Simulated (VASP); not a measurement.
# TiSi53 (a cell with a defect) in VASP: further runs

TiSi53 (a cell with a defect) is run at these levels: PBE; tasks: single point.

Program: VASP 6.6.1. These are calculated values, not measurements. Logs are shortened: lines on timing, memory, paths and dates and some standing lists are left out, and cuts for length are marked.

### Step 1. The cell of the first run

The cell holds a defect, 54 atoms: a = 11.513 Å, b = 11.513 Å, c = 11.513 Å, α = 60.00°, β = 60.00°, γ = 60.00°.

### Step 2. Single point, PBE, collinear spin

The input, INCAR:

```
PREC = Accurate ; ENCUT = 520
EDIFF = 1E-7 ; ISMEAR = 0
SIGMA = 0.05 ; LREAL = Auto
LASPH = T ; NELM = 150
ALGO = Normal ; ISIF = 2
LWAVE = F ; LCHARG = T
ISPIN = 2 ; MAGMOM = 0.2 0 0 0 0 0 0 0 0 0 0 0 0 0 0 0 0 0 0 0 0 0 0 0 0 0 0 0.2 0.2 0 0.2 0 0 0 0 0 0.2 0 0 0 0 0 0 0 0 0 0 0 0 0 0 0 0 0
LORBIT = 11 ; LMAXMIX = 4
GGA = PE ; LELF = T
LVHAR = T ; NBANDS = 149
```

The input, KPOINTS:

```
regular mesh
0
Gamma
  1 1 1
```

The input, POSCAR:

```
TiSi53
1.0
    0.0000000000      8.1406800000      8.1406800000
    8.1406800000      0.0000000000      8.1406800000
    8.1406800000      8.1406800000      0.0000000000
Ti Si
1 53
Direct
    0.2501151089      0.2495093317      0.2499590882
    0.2510706146      0.2510972025      0.5836746699
    0.2511377872      0.2510788677      0.9141444782
    0.2510169817      0.5835043055      0.2512803683
    0.2498769871      0.5833306851      0.5834941458
    0.2510750003      0.5834515148      0.9143944975
    0.2511259484      0.9139766526      0.2512461780
    0.2511146396      0.9140790342      0.5837692188
    0.2498005176      0.9166923394      0.9168543105
    0.5834427637      0.2510181409      0.2512469013
    0.5833712039      0.2497619472      0.5834412882
    0.5836319718      0.2509800656      0.9141938997
    0.5833361286      0.5832616869      0.2499676152
    0.5833305338      0.5832413810      0.5834908126
    0.5834163918      0.5833652351      0.9166516248
    0.5836467051      0.9139087885      0.2512653022
    0.5834616523      0.9163911883      0.5836163621
    0.5834895736      0.9163479553      0.9165820959
    0.9140353637      0.2510267526      0.2511864583
    0.9141678020      0.2510236271      0.5836610974
    0.9166346614      0.2498869514      0.9167960826
    0.9141519844      0.5834098432      0.2512560016
    0.9164434497      0.5834171720      0.5836190500
    0.9164730105      0.5834363774      0.9165904413
    0.9166314217      0.9166411452      0.2500227920
    0.9165068978      0.9163940047      0.5836121227
    0.9167088659      0.9166346485      0.9168648641
    0.1611867295      0.1611374106      0.1612980586
    0.1613736377      0.1613073353      0.5159484646
    0.1671013944      0.1671607662      0.8328918856
    0.1614053761      0.5155106524      0.1616567009
    0.1660422882      0.5002417465      0.5004253771
    0.1660556285      0.5002449383      0.8334723070
    0.1670933207      0.8327286905      0.1673091301
    0.1660758067      0.8333102458      0.5004217608
    0.1671508038      0.8327133944      0.8330397460
    0.5160774529      0.1611073617      0.1613568438
    0.5001966842      0.1659876996      0.5004022508
    0.5002931977      0.1659240607      0.8334178008
    0.5001483254      0.5001837019      0.1662370709
    0.4999904680      0.4998635351      0.5000815565
    0.5002282150      0.5001466522      0.8334872355
    0.5002828717      0.8332285004      0.1661558427
    0.5002657356      0.8332193375      0.5004152325
    0.4999747725      0.8331909833      0.8334374461
    0.8326639572      0.1671012844      0.1672466725
    0.8333735947      0.1659694706      0.5003364789
    0.8328812175      0.1670868068      0.8329176777
    0.8333228672      0.5001731481      0.1661716133
    0.8333089263      0.5001730868      0.5003968034
    0.8332284988      0.5000374585      0.8334072624
    0.8328655215      0.8326236437      0.1673387431
    0.8332719174      0.8332142081      0.5001935258
    0.8333356079      0.8332450544      0.8334371029
```

Potentials or basis: VASP PAW PBE potentials, release 64 (Ti_sv, Si).

On the command line:

```sh
$ cat potpaw_PBE.64/Ti_sv/POTCAR potpaw_PBE.64/Si/POTCAR > POTCAR
$ mpirun -np 1 vasp_gam > vasp.out
```

OUTCAR:

```text
PREC = Accurate
   ENCUT = 520
   EDIFF = 1E-7
   ISMEAR = 0
   LREAL = Auto
   LASPH = T
   NELM = 150
   ISIF = 2
   ISPIN = 2
   LORBIT = 11
   GGA = PE

 ion  position               nearest neighbor table
   1  0.250  0.250  0.250-  28 2.50  37 2.50  29 2.50  31 2.50
   2  0.251  0.251  0.584-  29 2.33  38 2.34  32 2.34  30 2.34
   3  0.251  0.251  0.914-  28 2.33  39 2.34  33 2.34  30 2.34
   4  0.251  0.584  0.251-  31 2.33  40 2.34  32 2.34  34 2.34
   5  0.250  0.583  0.583-  33 2.35  35 2.35  32 2.35  41 2.35
   6  0.251  0.583  0.914-  31 2.33  33 2.34  42 2.34  36 2.34
[... 46 lines left out ...]
  53  0.833  0.833  0.500-  23 2.35  17 2.35  26 2.35  25 2.35
  54  0.833  0.833  0.833-  24 2.35  26 2.35  18 2.35  27 2.35

  LATTYP: Found a face centered cubic cell.
 ALAT       =    16.2813600000

  Lattice vectors:

 A1 = (   0.0000000000,   8.1406800000,   8.1406800000)
 A2 = (   8.1406800000,   0.0000000000,   8.1406800000)
 A3 = (   8.1406800000,   8.1406800000,   0.0000000000)

Analysis of symmetry for initial positions (statically):
=====================================================================
 Subroutine PRICEL returns:
 Original cell was already a primitive cell.

 Routine SETGRP: Setting up the symmetry group for a
 face centered cubic supercell.

 Subroutine GETGRP returns: Found  1 space group operations
 (whereof  1 operations were pure point group operations)
 out of a pool of 48 trial point group operations.

The static configuration has the point symmetry C_1 .

Analysis of symmetry for dynamics (positions and initial velocities):
=====================================================================
 Subroutine PRICEL returns:
 Original cell was already a primitive cell.

 Routine SETGRP: Setting up the symmetry group for a
 face centered cubic supercell.

 Subroutine GETGRP returns: Found  1 space group operations
 (whereof  1 operations were pure point group operations)
 out of a pool of 48 trial point group operations.

The dynamic configuration has the point symmetry C_1 .

Analysis of structural, dynamic, and magnetic symmetry:
=====================================================================
 Subroutine PRICEL returns:
 Original cell was already a primitive cell.

 Routine SETGRP: Setting up the symmetry group for a
 face centered cubic supercell.

 Subroutine GETGRP returns: Found  1 space group operations
 (whereof  1 operations were pure point group operations)
 out of a pool of 48 trial point group operations.

The overall configuration has the point symmetry C_1 .

 Subroutine INISYM returns: Found  1 space group operations
 (whereof  1 operations are pure point group operations),
 and found     1 'primitive' translations

----------------------------------------------------------------------------------------

                                     Primitive cell

  volume of cell :    1078.9766

  direct lattice vectors                    reciprocal lattice vectors
     0.000000000  8.140680000  8.140680000    -0.061419931  0.061419931  0.061419931
     8.140680000  0.000000000  8.140680000     0.061419931 -0.061419931  0.061419931
     8.140680000  8.140680000  0.000000000     0.061419931  0.061419931 -0.061419931

  length of vectors
    11.512660063 11.512660063 11.512660063     0.106382440  0.106382440  0.106382440

  position of ions in fractional coordinates (direct lattice)
     0.250115109  0.249509332  0.249959088
     0.251070615  0.251097202  0.583674670
     0.251137787  0.251078868  0.914144478
     0.251016982  0.583504305  0.251280368
     0.249876987  0.583330685  0.583494146
     0.251075000  0.583451515  0.914394497
[... 46 lines left out ...]
     0.833271917  0.833214208  0.500193526
     0.833335608  0.833245054  0.833437103

  ion indices of the primitive-cell ions
   primitive index   ion index
                 1           1
                 2           2
                 3           3
                 4           4
                 5           5
                 6           6
[... 46 lines left out ...]
                53          53
                54          54

----------------------------------------------------------------------------------------

 KPOINTS: regular mesh

Automatic generation of k-mesh.
 Grid dimensions read from file:
 generate k-points for:    1    1    1

 Generating k-lattice:

  Cartesian coordinates                     Fractional coordinates (reciprocal lattice)
    -0.061419931  0.061419931  0.061419931     1.000000000  0.000000000  0.000000000
     0.061419931 -0.061419931  0.061419931     0.000000000  1.000000000  0.000000000
     0.061419931  0.061419931 -0.061419931     0.000000000  0.000000000  1.000000000

  Length of vectors
     0.106382440  0.106382440  0.106382440

  Shift w.r.t. Gamma in fractional coordinates (k-lattice)
     0.000000000  0.000000000  0.000000000

 Subroutine IBZKPT returns following result:
[... 47 lines left out ...]
  Fermi-wavevector in a.u.,A,eV,Ry     =   0.969364  1.831832 12.784936  0.939666
  Thomas-Fermi vector in A             =   2.099410
   LORBIT       =     11    0 simple, 1 ext, 2 COOP (PROOUT), +10 PAW based schemes
   GGA     = PE    functional components
   LHFCALC =     F    Hartree Fock is set to
   AEXX    =    0.0000 exact exchange contribution
   IVDW    =     0    specifies the selected vdW correction
   LEPSILON=     F    determine dielectric tensor
   LRPA    =     F    only Hartree local field effects (RPA)
 spin polarized calculation
 Gauss-broadening in eV      SIGMA  =   0.05
  energy-cutoff  :      520.00
  volume of cell :     1078.98
 maximum number of plane-waves:     14562
 NGX is ok and might be reduce to    90
   NGX = 43   NGY = 43   NGZ = 43

 number of electron     224.0000004 magnetization      -0.0001265

 number of electron     224.0000004 magnetization       0.0000039

 Free energy of the ion-electron system (eV)
  ---------------------------------------------------
  ext. energy  EPLUGINS =         0.00000000
  ---------------------------------------------------
  free energy    TOTEN  =      -278.43708416 eV

  energy without entropy =     -278.43708416  energy(sigma->0) =     -278.43708416

 E-fermi :   6.0797     XC(G=0):  -9.3813

 val. band max:        5.8438308374   @ k =   0.0000   0.0000   0.0000
 cond. band min:       6.4080326757   @ k =   0.0000   0.0000   0.0000
 fundamental gap:      0.5642018383
 Fermi energy:         6.0796502778

 spin component 1

 k-point     1 :       0.0000    0.0000    0.0000
  band No.  band energies     occupation
      1     -50.5660      1.00000
      2     -26.8657      1.00000
      3     -26.8640      1.00000
      4     -26.8626      1.00000
      5      -6.0231      1.00000
      6      -4.6959      1.00000
[... 116 lines left out ...]
    123       7.4023      0.00000
    124       7.4468      0.00000
 Fermi energy:         6.0796502778

 spin component 2

 k-point     1 :       0.0000    0.0000    0.0000
  band No.  band energies     occupation
      1     -50.5660      1.00000
      2     -26.8657      1.00000
      3     -26.8640      1.00000
      4     -26.8626      1.00000
      5      -6.0231      1.00000
      6      -4.6959      1.00000
[... 116 lines left out ...]
    123       7.4023      0.00000
    124       7.4468      0.00000
 [bands above 124 left out]

------------------------ aborting loop because EDIFF is reached ----------------------------------------

  FORCE on cell =-STRESS in cart. coord.  units (eV):
  Direction    XX          YY          ZZ          XY          YZ          ZX
  --------------------------------------------------------------------------------------
  -------------------------------------------------------------------------------------
  Total       30.2871340     30.2765119     30.2807167     -0.0151727     -0.0093022      0.0110068
  in kB       44.9735028     44.9577301     44.9639738     -0.0225301     -0.0138129      0.0163440
  external PRESSURE =      44.9650689 kB  Pullay stress =       0.0000000 kB

 VOLUME and BASIS-vectors are now :
 -----------------------------------------------------------------------------
  energy-cutoff  :      520.00
  volume of cell :     1078.98
      direct lattice vectors                 reciprocal lattice vectors
     0.000000000  8.140680000  8.140680000    -0.061419931  0.061419931  0.061419931
     8.140680000  0.000000000  8.140680000     0.061419931 -0.061419931  0.061419931
     8.140680000  8.140680000  0.000000000     0.061419931  0.061419931 -0.061419931

 POSITION                                       TOTAL-FORCE (eV/Angst)
 -----------------------------------------------------------------------------------
      4.06601      4.07094      4.06728         0.003045      0.003486     -0.001069
      6.79561      6.79539      4.08799        -0.006913     -0.007270     -0.001525
      9.48571      9.48619      4.08839         0.007345      0.006920     -0.000382
      6.79571      4.08904      6.79357        -0.006366      0.001010     -0.007332
      9.49875      6.78421      6.78288        -0.009801      0.007376      0.007619
     12.19349      9.48771      6.79361        -0.000080      0.005504     -0.005545
[... 46 lines left out ...]
     10.85485     10.85532     13.56633        -0.003296     -0.004586      0.006790
     13.56793     13.56866     13.56710         0.004842      0.001325      0.003317
 -----------------------------------------------------------------------------------
    total drift:                               -0.003501     -0.007204      0.018887

  FREE ENERGIE OF THE ION-ELECTRON SYSTEM (eV)
  ---------------------------------------------------
  free  energy   TOTEN  =      -278.4370841649 eV

  energy  without entropy=     -278.4370841649  energy(sigma->0) =     -278.43708416

 total charge

# of ion       s       p       d       tot
------------------------------------------
    1        2.218   6.061   2.022  10.301
    2        0.724   0.983   0.000   1.707
    3        0.724   0.983   0.000   1.707
    4        0.724   0.983   0.000   1.707
    5        0.718   0.987   0.000   1.706
    6        0.724   0.982   0.000   1.707
[... 46 lines left out ...]
   53        0.718   0.989   0.000   1.707
   54        0.718   0.989   0.000   1.707
--------------------------------------------------
tot         40.566  58.303   2.022 100.891

 magnetization (x)

# of ion       s       p       d       tot
------------------------------------------
    1        0.000  -0.000   0.000   0.000
    2       -0.000  -0.000   0.000  -0.000
    3       -0.000  -0.000   0.000  -0.000
    4       -0.000  -0.000   0.000  -0.000
    5       -0.000  -0.000   0.000  -0.000
    6       -0.000  -0.000   0.000  -0.000
[... 46 lines left out ...]
   53        0.000   0.000   0.000   0.000
   54        0.000   0.000   0.000   0.000
--------------------------------------------------
tot          0.000  -0.000   0.000   0.000
```

Wall time 21 min (1 thread of AMD EPYC 7R43 (Zen 3), shared host); peak memory 1.8 GiB.

Results:

- Free energy: -278.4371 eV
- Pressure: 4.5 GPa
- Largest force: 0.044 eV/Å
- Band gap on the k mesh: 0.56 eV
- Net moment: 0.00 μB per cell
- Valence electrons inside the program's atomic spheres: Ti 10.30; Si 1.71, 1.75, 1.70

Forces in eV/Å, atoms in the order of the input:
```
Ti   0.003  0.003 -0.001
Si  -0.007 -0.007 -0.002
Si   0.007  0.007  0.000
Si  -0.006  0.001 -0.007
Si  -0.010  0.007  0.008
Si   0.000  0.006 -0.006
Si   0.008  0.001  0.006
Si   0.000 -0.006  0.004
Si  -0.003  0.001  0.001
Si   0.002 -0.006 -0.006
Si   0.007 -0.008  0.009
Si   0.004 -0.001 -0.006
Si   0.008  0.009 -0.010
Si  -0.008 -0.009 -0.009
Si   0.001 -0.002  0.006
Si   0.006 -0.009  0.001
Si   0.001  0.004  0.000
Si  -0.004  0.001  0.003
Si   0.000  0.007  0.005
Si  -0.006  0.000  0.004
Si  -0.001  0.001  0.001
Si  -0.008  0.008  0.000
Si   0.002 -0.001  0.001
Si   0.000 -0.004  0.000
Si  -0.001  0.000 -0.002
Si   0.001 -0.001 -0.005
Si  -0.002 -0.002 -0.004
Si  -0.021 -0.022 -0.021
Si   0.025  0.025 -0.024
Si   0.000  0.001 -0.005
Si   0.024 -0.027  0.025
Si  -0.005 -0.007 -0.005
Si   0.003  0.007 -0.005
Si   0.001 -0.002  0.000
Si   0.002 -0.005  0.006
Si   0.000 -0.002  0.001
Si  -0.021  0.025  0.022
Si  -0.007 -0.004 -0.004
Si   0.007  0.005 -0.003
Si  -0.007 -0.003 -0.004
Si   0.003  0.000  0.002
Si   0.003  0.004 -0.006
Si   0.007 -0.004  0.004
Si   0.005 -0.006  0.004
Si   0.005 -0.003 -0.003
Si  -0.001  0.003  0.001
Si  -0.002  0.005  0.004
Si  -0.001 -0.001 -0.002
Si  -0.004  0.005  0.005
Si  -0.006  0.005  0.005
Si  -0.003  0.006 -0.005
Si   0.000 -0.002  0.004
Si  -0.003 -0.005  0.007
Si   0.005  0.001  0.003
```

Caveat: the k points lie up to 0.67 Å⁻¹ apart.

### Step 3. Single point, PBE, collinear spin

The input, INCAR:

```
ALGO = Normal
EDIFF = 1E-7
ENCUT = 520
GGA = PE
ISIF = 2
ISMEAR = 0
ISPIN = 2
LASPH = T
LCHARG = F
LMAXMIX = 4
LORBIT = 11
LREAL = Auto
LWAVE = F
MAGMOM = 0.2 0 0 0 0 0 0 0 0 0 0 0 0 0 0 0 0 0 0 0 0 0 0 0 0 0 0 0.2 0.2 0 0.2 0 0 0 0 0 0.2 0 0 0 0 0 0 0 0 0 0 0 0 0 0 0 0 0
NBANDS = 149
NELECT = 225.0
NELM = 150
PREC = Accurate
SIGMA = 0.05
```

The input, KPOINTS:

```
k-points
0
Gamma
  1 1 1
```

POSCAR is that of step 2.

Potentials or basis: VASP PAW PBE potentials, release 64 (Ti_sv, Si).

On the command line:

```sh
$ cat potpaw_PBE.64/Ti_sv/POTCAR potpaw_PBE.64/Si/POTCAR > POTCAR
$ mpirun -np 1 vasp_gam > vasp.out
```

Run time: 28 min. Hardware: 1 thread of AMD EPYC 7R43 (Zen 3), shared host; peak memory 1.8 GiB.

It converged, with:

```yaml
Free_energy: -272.0626 eV
Largest_force: 0.128 eV/Å
Net_moment: 1.00 μB per cell
Site_moments: Ti +0.28; Si +0.00, -0.00 μB
Valence_electrons_inside_the_program's_atomic_spheres: Ti 10.32; Si 1.71, 1.75, 1.70
```

Forces on the atoms (eV/Å):
```
Ti   0.004  0.003 -0.001
Si  -0.021 -0.021 -0.083
Si   0.021  0.021 -0.082
Si  -0.022 -0.081 -0.023
Si  -0.001 -0.002 -0.004
Si   0.083  0.021 -0.021
Si   0.024 -0.081  0.022
Si   0.083 -0.022  0.019
Si  -0.014  0.012  0.013
Si  -0.080 -0.022 -0.022
Si  -0.002  0.001 -0.002
Si   0.019  0.081 -0.022
Si  -0.002  0.000  0.001
Si   0.001  0.001  0.002
Si   0.001 -0.002 -0.033
Si   0.020 -0.023  0.083
Si   0.002 -0.036  0.000
Si   0.036  0.001  0.003
Si  -0.082  0.022  0.021
Si  -0.022  0.082  0.019
Si   0.010 -0.010  0.012
Si  -0.022  0.023  0.082
Si  -0.038 -0.001  0.001
Si   0.000  0.035  0.000
Si   0.010  0.012 -0.013
Si   0.001 -0.001  0.035
Si  -0.013 -0.014 -0.015
Si   0.071  0.072  0.070
Si  -0.070 -0.068  0.067
Si   0.000  0.001  0.122
Si  -0.071  0.066 -0.067
Si   0.002  0.014  0.015
Si  -0.017  0.000  0.015
Si   0.001  0.125  0.000
Si  -0.017  0.014  0.001
Si  -0.126 -0.002  0.001
Si   0.072 -0.069 -0.070
Si   0.013  0.003  0.016
Si   0.001 -0.014  0.017
Si   0.012  0.016  0.001
Si   0.003  0.000  0.002
Si  -0.016 -0.015 -0.001
Si   0.001  0.016 -0.016
Si  -0.016  0.000 -0.015
Si   0.027 -0.026 -0.025
Si   0.126  0.003  0.001
Si   0.017 -0.014 -0.001
Si  -0.001 -0.128 -0.002
Si   0.016 -0.001 -0.015
Si   0.001 -0.015 -0.015
Si  -0.026  0.029 -0.026
Si   0.001 -0.002 -0.123
Si  -0.026 -0.027  0.029
Si   0.027  0.024  0.025
```

Levels at points of the mesh, in eV from the Fermi level:
Spin up:
```
           k point  band 110  band 111  band 112  band 113  band 114  band 115  band 116  band 117
(0.00, 0.00, 0.00)     -0.55     -0.55     -0.55      0.00      0.00      0.27      0.33      0.33
```
Spin down:
```tsv
k point	band 108	band 109	band 110	band 111	band 112	band 113	band 114	band 115	band 116	band 117
(0.00, 0.00, 0.00)	-0.98	-0.98	-0.52	-0.52	-0.52	0.14	0.14	0.28	0.35	0.35
```

Caveat: the k points lie up to 0.67 Å⁻¹ apart; the cell carries a net charge on a neutralising background, which shifts energy and pressure; the cell is charged against a uniform background, so pressure and absolute levels hang on convention.
